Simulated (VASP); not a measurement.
# AlH2 (P-6m2) in VASP: notebook

Runs on AlH2. Level: PBE. Tasks: relaxation of cell and atoms.

All numbers are computed with VASP 6.6.1; they aren't measurements. Logs are shortened: lines on timing, memory, paths and dates and some standing lists are left out, and cuts for length are marked.

### 1 The cell of the first run

The structure is hexagonal, space group P-6m2 (No. 187). Conventional cell: a = 2.735 Å, b = 2.735 Å, c = 4.876 Å, α = 90.00°, β = 90.00°, γ = 120.00°. Within 2.5 Å of Al (site symmetry -6m2) lie 6 H at 1.91 Å. Within 2.5 Å of H (site symmetry 3m) lie 3 Al at 1.91 Å and 1 H at 2.16 Å.

### 2 Relaxation of cell and atoms, PBE

The input, INCAR:

```
SYSTEM = AlH2
ALGO = Normal
EDIFF = 1E-6
EDIFFG = -0.01
ENCUT = 600
GGA = PE
IBRION = 2
ISIF = 3
ISMEAR = 0
LASPH = .TRUE.
LCHARG = .FALSE.
LREAL = .FALSE.
LWAVE = .FALSE.
NELM = 60
NSW = 100
PREC = Accurate
SIGMA = 0.1
```

The input, KPOINTS:

```
k-points
0
G
  18 18 10
  0 0 0
```

The input, POSCAR:

```
AlH2
1.0
    2.7352831386      0.0000000000      0.0000000000
   -1.3676415693      2.3688246846      0.0000000000
    0.0000000000      0.0000000000      4.8761967996
Al H
1 2
Direct
    0.6666666667      0.3333333333      0.0000000000
    0.3333333333      0.6666666667      0.2211415716
    0.3333333333      0.6666666667      0.7788584284
```

Potentials or basis: VASP PAW PBE potentials, release 64 (Al, H).

Launch:

```sh
$ cat potpaw_PBE.64/Al/POTCAR potpaw_PBE.64/H/POTCAR > POTCAR
$ mpirun -np 1 vasp_std > vasp.out
```

OUTCAR:

```text
SYSTEM = AlH2
   EDIFF = 1E-6
   EDIFFG = -0.01
   ENCUT = 600
   GGA = PE
   IBRION = 2
   ISIF = 3
   ISMEAR = 0
   LASPH = .TRUE.
   LREAL = .FALSE.
   NELM = 60
   NSW = 100
   PREC = Accurate

 ion  position               nearest neighbor table
   1  0.667  0.333  0.000-   2 1.91   3 1.91   2 1.91   3 1.91   2 1.91   3 1.91
   2  0.333  0.667  0.221-   1 1.91   1 1.91   1 1.91
   3  0.333  0.667  0.779-   1 1.91   1 1.91   1 1.91

  LATTYP: Found a hexagonal cell.
 ALAT       =     2.7352831386
 C/A-ratio  =     1.7827027596

  Lattice vectors:

 A1 = (   2.7352831386,   0.0000000000,   0.0000000000)
 A2 = (  -1.3676415693,   2.3688246846,   0.0000000000)
 A3 = (   0.0000000000,   0.0000000000,   4.8761967996)

Analysis of symmetry for initial positions (statically):
=====================================================================
 Subroutine PRICEL returns:
 Original cell was already a primitive cell.

 Routine SETGRP: Setting up the symmetry group for a
 hexagonal supercell.

 Subroutine GETGRP returns: Found 12 space group operations
 (whereof 12 operations were pure point group operations)
 out of a pool of 24 trial point group operations.

The static configuration has the point symmetry D_3h.

Analysis of symmetry for dynamics (positions and initial velocities):
=====================================================================
 Subroutine PRICEL returns:
 Original cell was already a primitive cell.

 Routine SETGRP: Setting up the symmetry group for a
 hexagonal supercell.

 Subroutine GETGRP returns: Found 12 space group operations
 (whereof 12 operations were pure point group operations)
 out of a pool of 24 trial point group operations.

The dynamic configuration has the point symmetry D_3h.

 Subroutine INISYM returns: Found 12 space group operations
 (whereof 12 operations are pure point group operations),
 and found     1 'primitive' translations

----------------------------------------------------------------------------------------

                                     Primitive cell

  volume of cell :      31.5949

  direct lattice vectors                    reciprocal lattice vectors
     2.735283139  0.000000000  0.000000000     0.365592865  0.211075139  0.000000000
    -1.367641569  2.368824685  0.000000000     0.000000000  0.422150278  0.000000000
[... 94 lines left out ...]
   ISYM   =      2    0-nonsym 1-usesym 2-fastsym
   POTIM  = 0.5000    time-step for ionic-motion
   TEBEG  =    0.0;   TEEND  =   0.0 temperature during run
   PSTRESS=    0.0 pullay stress
   NELECT =       5.0000    total number of electrons
   NUPDOWN=      -1.0000    fix difference up-down
   EMIN   =  10.00;   EMAX   =-10.00  energy-range for DOS
   EFERMI =   0.00;   METHOD = LEGACY
   ISMEAR =     0;   SIGMA  =   0.10  broadening in eV -4-tet -1-fermi 0-gaus
   EFERMI_NEDOS =   21; number of points for ismear=-14 and -15
   IALGO  =     38    algorithm
   IMIX   =      4    mixing-type and parameters
     AMIX     =   0.40;   BMIX     =  1.00
     AMIX_MAG =   1.60;   BMIX_MAG =  1.00
  volume/ion in A,a.u.               =      10.53        71.07
  Fermi-wavevector in a.u.,A,eV,Ry     =   0.885508  1.673368 10.668670  0.784125
  Thomas-Fermi vector in A             =   2.006551
   LORBIT       =      0    0 simple, 1 ext, 2 COOP (PROOUT), +10 PAW based schemes
   GGA     = PE    functional components
   LHFCALC =     F    Hartree Fock is set to
   AEXX    =    0.0000 exact exchange contribution
   IVDW    =     0    specifies the selected vdW correction
   LEPSILON=     F    determine dielectric tensor
   LRPA    =     F    only Hartree local field effects (RPA)
 conjugate gradient relaxation of ions
 non-spin polarized calculation
 Gauss-broadening in eV      SIGMA  =   0.10
  energy-cutoff  :      600.00
  volume of cell :       31.59
 maximum number of plane-waves:      1087
 NGX is ok and might be reduce to    24
   NGX = 11   NGY = 11   NGZ = 19

--------------------------------------- Ionic step        1  -------------------------------------------

 number of electron       5.0000000 magnetization

 Free energy of the ion-electron system (eV)
  ---------------------------------------------------
  ext. energy  EPLUGINS =         0.00000000
  ---------------------------------------------------
  free energy    TOTEN  =        -9.66706975 eV

  energy without entropy =       -9.66547596  energy(sigma->0) =       -9.66627285

------------------------ aborting loop because EDIFF is reached ----------------------------------------

  FORCE on cell =-STRESS in cart. coord.  units (eV):
  Direction    XX          YY          ZZ          XY          YZ          ZX
  --------------------------------------------------------------------------------------
  -------------------------------------------------------------------------------------
  Total       -0.0924570     -0.0924570      0.0280732      0.0000000     -0.0000000      0.0000000
  in kB       -4.6885005     -4.6885005      1.4235914      0.0000000     -0.0000000      0.0000000
  external PRESSURE =      -2.6511366 kB  Pullay stress =       0.0000000 kB
[... 283 lines left out ...]
--------------------------------------- Ionic step        9  -------------------------------------------

 number of electron       5.0000000 magnetization

 Free energy of the ion-electron system (eV)
  ---------------------------------------------------
  ext. energy  EPLUGINS =         0.00000000
  ---------------------------------------------------
  free energy    TOTEN  =        -9.66879190 eV

  energy without entropy =       -9.66687534  energy(sigma->0) =       -9.66783362

 E-fermi :   2.5546     XC(G=0):  -7.9589

 val. band max:        2.5508267086   @ k =   0.2778   0.1667   0.3000
 cond. band min:       2.5731121125   @ k =   0.2778   0.1667   0.4000
 fundamental gap:      0.0222854039
 Fermi energy:         2.5546480009

 k-point     1 :       0.0000    0.0000    0.0000
  band No.  band energies     occupation
      1      -8.7029      2.00000
      2      -3.3764      2.00000
      3       3.6347      0.00000
      4      12.6676      0.00000
      5      15.5485      0.00000
      6      15.5485      0.00000
[... 199 lines left out ...]
 k-point    24 :       0.3889    0.1111    0.0000
  band No.  band energies     occupation
      1      -4.3628      2.00000
      2       0.2326      2.00000
      3       0.6394      2.00000
      4       6.7487      0.00000
      5       7.3085      0.00000
      6       9.0598      0.00000

 [... further k-points ...]
[... 5 lines left out ...]
  --------------------------------------------------------------------------------------
  -------------------------------------------------------------------------------------
  Total       -0.0067633     -0.0067633     -0.0060759      0.0000000      0.0000000      0.0000000
  in kB       -0.3209452     -0.3209452     -0.2883245      0.0000000      0.0000000      0.0000000
  external PRESSURE =      -0.3100717 kB  Pullay stress =       0.0000000 kB
[... 18 lines left out ...]
  FREE ENERGIE OF THE ION-ELECTRON SYSTEM (eV)
  ---------------------------------------------------
  free  energy   TOTEN  =        -9.6687918985 eV

  energy  without entropy=       -9.6668753364  energy(sigma->0) =       -9.66783362

 reached required accuracy - stopping structural energy minimisation
```

OSZICAR:

```text
N       E                     dE             d eps       ncg     rms          rms(c)
DAV:   1    -0.325421204813E+00   -0.32542E+00   -0.18846E+03  2664   0.640E+02
DAV:   2    -0.994167691661E+01   -0.96163E+01   -0.89975E+01  3522   0.668E+01
DAV:   3    -0.101630769439E+02   -0.22140E+00   -0.22132E+00  3780   0.141E+01
DAV:   4    -0.101643626466E+02   -0.12857E-02   -0.12857E-02  3912   0.935E-01
[... 61 lines left out ...]
DAV:   4    -0.966870012334E+01   -0.22096E-04   -0.81908E-04  3042   0.243E-01    0.615E-02
DAV:   5    -0.966877512196E+01   -0.74999E-04   -0.90891E-05  2856   0.922E-02    0.168E-02
DAV:   6    -0.966878897643E+01   -0.13854E-04   -0.14764E-05  3048   0.321E-02    0.684E-03
DAV:   7    -0.966879180661E+01   -0.28302E-05   -0.28797E-06  2994   0.159E-02    0.151E-03
DAV:   8    -0.966879189853E+01   -0.91923E-07   -0.24850E-07  2808   0.476E-03
   9 F= -.96687919E+01 E0= -.96678336E+01  d E =-.146975E-02
```

CONTCAR:

```text
AlH2
   1.00000000000000
     2.7307853608572059   -0.0000000000000004   -0.0000000000000000
    -1.3653926804286025    2.3649294948140160   -0.0000000000000001
    -0.0000000000000000   -0.0000000000000000    5.2279758108560062
  Al              H
     1     2
Direct
     0.6666666667000030    0.3333333332999970    0.0000000000000000
     0.3333333332999970    0.6666666667000030    0.2058608926867032
     0.3333333332999970    0.6666666667000030    0.7941391073132967

  0.00000000E+00  0.00000000E+00  0.00000000E+00
  0.00000000E+00  0.00000000E+00  0.00000000E+00
  0.00000000E+00  0.00000000E+00  0.00000000E+00
```

It took 2.3 min on 1 thread of AMD EPYC 9R14 (Zen 4), shared host; peak memory 0.16 GiB.

What came out:

```yaml
Free_energy: -9.6688 eV
Relaxed_volume: 11.25 Å³/atom
Relaxed_cell: a = 2.731 Å, b = 2.731 Å, c = 5.228 Å, α = 90.00°, β = 90.00°, γ = 120.00°
Space_group_after_relaxing_to_0.05_Å: P-6m2 (No. 187)
Energy_gained_by_relaxing: 0.6 meV/atom
Ionic_steps: 9
Pressure_after_relaxing: 0.0 GPa
```

Step by step:
```csv
step,energy change (eV),largest force (eV/Å),pressure (GPa),volume (Å³)
1,0.0000,0.0183,-0.27,31.59
2,-0.0002,0.0144,-0.02,31.52
3,-0.0003,0.0123,0.11,31.47
4,-0.0003,0.0124,0.11,31.49
5,-0.0004,0.0127,0.10,31.57
6,-0.0007,0.0130,0.08,31.71
7,-0.0011,0.0133,0.05,32.01
8,-0.0016,0.0115,0.01,32.59
9,-0.0017,0.0020,-0.03,33.76
```

Final structure:
```cif
data_structure
_symmetry_space_group_name_H-M 'P 1'
_symmetry_Int_Tables_number 1
_cell_length_a 2.7308
_cell_length_b 2.7308
_cell_length_c 5.2280
_cell_angle_alpha 90.000
_cell_angle_beta 90.000
_cell_angle_gamma 120.000
_cell_volume 33.76
loop_
_atom_site_label
_atom_site_type_symbol
_atom_site_fract_x
_atom_site_fract_y
_atom_site_fract_z
_atom_site_occupancy
Al1 Al 0.66667 0.33333 0.00000 1
H1 H 0.33333 0.66667 0.20586 1
H2 H 0.33333 0.66667 0.79414 1
```

Levels at points of the mesh, in eV from the Fermi level:
```
           k point  band 1  band 2  band 3  band 4  band 5
(0.00, 0.00, 0.00)  -11.26   -5.93    1.08   10.11   12.99
(0.50, 0.00, 0.00)   -6.75   -2.59   -2.24    3.64    6.60
(0.00, 0.00, 0.50)  -11.15   -6.49    4.05    5.88   11.82
(0.50, 0.00, 0.50)   -6.65   -2.61   -2.48    2.84    7.83
```

### 3 Relaxation of cell and atoms, PBE

This run uses another cell than the first one, of 11.19 Å³/atom, 1.062 times its volume.

The input, INCAR:

```
SYSTEM = AlH2
ALGO     = Normal         ! electronic algorithm
EDIFF    = 1E-7           ! SCF threshold, eV
EDIFFG   = -0.01          ! ionic threshold
ENCUT    = 600            ! plane-wave cutoff, eV
GGA      = PE             ! functional
IBRION   = 2              ! ionic algorithm
ISIF     = 3              ! what is computed and relaxed
ISMEAR   = 0              ! smearing method
LASPH    = .TRUE.         ! aspherical terms in the spheres
LCHARG   = .FALSE.        ! write CHGCAR
LREAL    = .FALSE.        ! projectors in reciprocal space
LWAVE    = .FALSE.        ! write WAVECAR
NELM     = 60             ! most SCF steps
NSW      = 100            ! ionic steps
PREC     = Accurate       ! precision mode
SIGMA    = 0.1            ! smearing width, eV
```

KPOINTS is that of step 2.

The input, POSCAR:

```
AlH2
1.0
    2.7315051625      0.0000000000      0.0000000000
   -1.3657525812      2.3655528613      0.0000000000
    0.0000000000      0.0000000000      5.1941560031
Al H
1 2
Direct
    0.6666666667      0.3333333333      0.0000000000
    0.3333333333      0.6666666667      0.2072635188
    0.3333333333      0.6666666667      0.7927364812
```

Potentials or basis: VASP PAW PBE potentials, release 64 (Al, H).

Launch:

```sh
$ cat potpaw_PBE.64/Al/POTCAR potpaw_PBE.64/H/POTCAR > POTCAR
$ mpirun -np 1 vasp_std > vasp.out
```

It took 35 s on 1 thread of AMD EPYC 9R14 (Zen 4), shared host; peak memory 0.17 GiB.

The run converged. Its results:

* Free energy: -9.6694 eV
* Pressure after relaxing: -0.1 GPa

Stress tensor (GPa, compression positive):
```
-0.08  0.00  0.00
 0.00 -0.08  0.00
 0.00  0.00  0.00
```

Final structure:
```
CELL_PARAMETERS angstrom
2.73151 0.00000 0.00000
-1.36575 2.36555 0.00000
0.00000 0.00000 5.19416
ATOMIC_POSITIONS crystal
Al 0.66667 0.33333 0.00000
H 0.33333 0.66667 0.20726
H 0.33333 0.66667 0.79274
```

Levels at points of the mesh, in eV from the Fermi level:
| k point | band 1 | band 2 | band 3 | band 4 | band 5 | band 6 |
| --- | --- | --- | --- | --- | --- | --- |
| (0.00, 0.00, 0.00) | -11.26 | -5.91 | 1.07 | 10.16 | 12.99 | 12.99 |
| (0.50, 0.00, 0.00) | -6.75 | -2.59 | -2.23 | 3.65 | 6.58 | 7.60 |
| (0.00, 0.00, 0.50) | -11.14 | -6.50 | 4.11 | 5.95 | 11.83 | 13.03 |
| (0.50, 0.00, 0.50) | -6.65 | -2.62 | -2.48 | 2.82 | 7.84 | 8.48 |

Caveat: the relaxation stopped at its first step, so nothing moved.

### 4 Relaxation of cell and atoms, PBE

This run uses another cell than the first one, of 10.47 Å³/atom, 0.995 times its volume.

The input, INCAR:

```
SYSTEM = AlH2
PREC = Accurate ; ENCUT = 910
EDIFF = 1E-7 ; ISMEAR = 0
SIGMA = 0.1 ; LREAL = .FALSE.
LASPH = .TRUE. ; NELM = 120
ALGO = Normal ; ISIF = 3
LWAVE = .FALSE. ; LCHARG = .FALSE.
GGA = PE ; IBRION = 2
NSW = 90 ; EDIFFG = -0.04
GGA_COMPAT = .FALSE. ; NELMIN = 4
```

The input, KPOINTS:

```
regular mesh
0
G
  6 6 6
  0 0 0
```

The input, POSCAR:

```
AlH2
1.0
    3.1372985900      0.0000000000      0.0000000000
   -1.5686493000      2.7169802800      0.0000000000
    0.0000000000      0.0000000000      3.6866398400
Al H
1 2
Direct
    0.6666666700      0.3333333300      0.0000000000
    0.3333333300      0.6666666700      0.1725413700
    0.3333333300      0.6666666700      0.8274586300
```

Potentials or basis: VASP PAW PBE potentials, release 64 (Al, H_h).

Launch:

```sh
$ cat potpaw_PBE.64/Al/POTCAR potpaw_PBE.64/H_h/POTCAR > POTCAR
$ mpirun -np 1 vasp_std > vasp.out
```

Wall time 56 s (1 thread of AMD EPYC 7R43 (Zen 3), shared host); peak memory 0.16 GiB.

Results (log left out):

```
Free energy                            : -9.1423 eV
Relaxed volume                         : 8.72 Å³/atom
Relaxed cell                           : a = 2.766 Å, b = 2.766 Å, c = 3.947 Å, α = 90.00°, β = 90.00°, γ = 120.00°
Space group after relaxing (to 0.05 Å) : P-6m2 (No. 187)
Energy gained by relaxing              : 397.5 meV/atom
Ionic steps                            : 9
Pressure after relaxing                : 0.0 GPa
Largest force after relaxing           : 0.034 eV/Å
```

Forces on the atoms (eV/Å):
```
Al   0.000  0.000  0.000
H    0.000  0.000  0.034
H    0.000  0.000 -0.034
```

Stress tensor (GPa, compression positive):
```
-0.08  0.00  0.00
 0.00 -0.08  0.00
 0.00  0.00  0.10
```

Step by step:
| step | energy change (eV) | largest force (eV/Å) | pressure (GPa) | volume (Å³) |
| --- | --- | --- | --- | --- |
| 1 | 0.0000 | 1.6967 | 0.15 | 31.42 |
| 2 | -0.3510 | 1.7951 | -2.17 | 31.46 |
| 3 | -1.0431 | 0.6627 | -6.94 | 31.49 |
| 4 | -0.9833 | 0.1084 | -10.18 | 31.35 |
| 5 | -1.1671 | 0.0002 | 3.62 | 25.04 |
| 6 | -1.1812 | 0.0651 | -0.14 | 26.09 |
| 7 | -1.1892 | 0.0325 | 1.15 | 25.77 |
| 8 | -1.1919 | 0.0082 | 0.68 | 25.88 |
| 9 | -1.1925 | 0.0342 | -0.02 | 26.16 |

Final structure:
```yaml
crystal:
  lattice:
    - [2.76647, 0.00000, 0.00000]
    - [-1.38323, 2.39583, 0.00000]
    - [0.00000, 0.00000, 3.94657]
  atoms:
    - { symbol: Al, position: [0.66667, 0.33333, 0.00000] }
    - { symbol: H, position: [0.33333, 0.66667, 0.36165] }
    - { symbol: H, position: [0.33333, 0.66667, 0.63835] }
```

Levels at points of the mesh, in eV from the Fermi level:
```
           k point  band 1  band 2  band 3  band 4  band 5
(0.00, 0.00, 0.00)  -11.70   -2.91   -2.21   10.44   12.83
(0.50, 0.00, 0.00)   -7.65   -3.10    1.20    1.95    5.30
(0.00, 0.00, 0.50)   -9.46   -9.29    7.35    7.70   13.60
(0.50, 0.00, 0.50)   -6.29   -4.14   -1.86    0.88    8.89
```

Caveat: the k points lie up to 0.44 Å⁻¹ apart in the final cell; the volume moved by over 15 % at a fixed basis, so the end points are rough.

### 5 The runs side by side

| potentials or basis | cell | k mesh | cutoff (eV) | second run | gap on the mesh (eV) | pressure (GPa) | relaxed volume (Å³/atom) |
| --- | --- | --- | --- | --- | --- | --- | --- |
| VASP PAW PBE potentials, release 64 (Al, H) | relaxed from a = 2.735, b = 2.735, c = 4.876 Å, angles 90.0, 90.0, 120.0°, 3 atoms | 18 × 18 × 10 | 600 | - | none | 0.0 | 11.25 |
| VASP PAW PBE potentials, release 64 (Al, H) | relaxed from a = 2.732, b = 2.732, c = 5.194 Å, angles 90.0, 90.0, 120.0°, 3 atoms | 18 × 18 × 10 | 600 | - | none | -0.1 | - |
| VASP PAW PBE potentials, release 64 (Al, H_h) | relaxed from a = 3.137, b = 3.137, c = 3.687 Å, angles 90.0, 90.0, 120.0°, 3 atoms | 6 × 6 × 6 | 910 | hard_potentials | none | 0.0 | 8.72 |

Alike in all rows: task relaxation of cell and atoms; level PBE; no spin polarisation; smearing gaussian 0.1 eV.

Caveats: some runs use coarse meshes; the relaxation stopped at its first step, so nothing moved (some runs); the volume moved by over 15 % at a fixed basis, so the end points are rough (some runs).

Absolute energies hang on the potentials; compare differences alone.
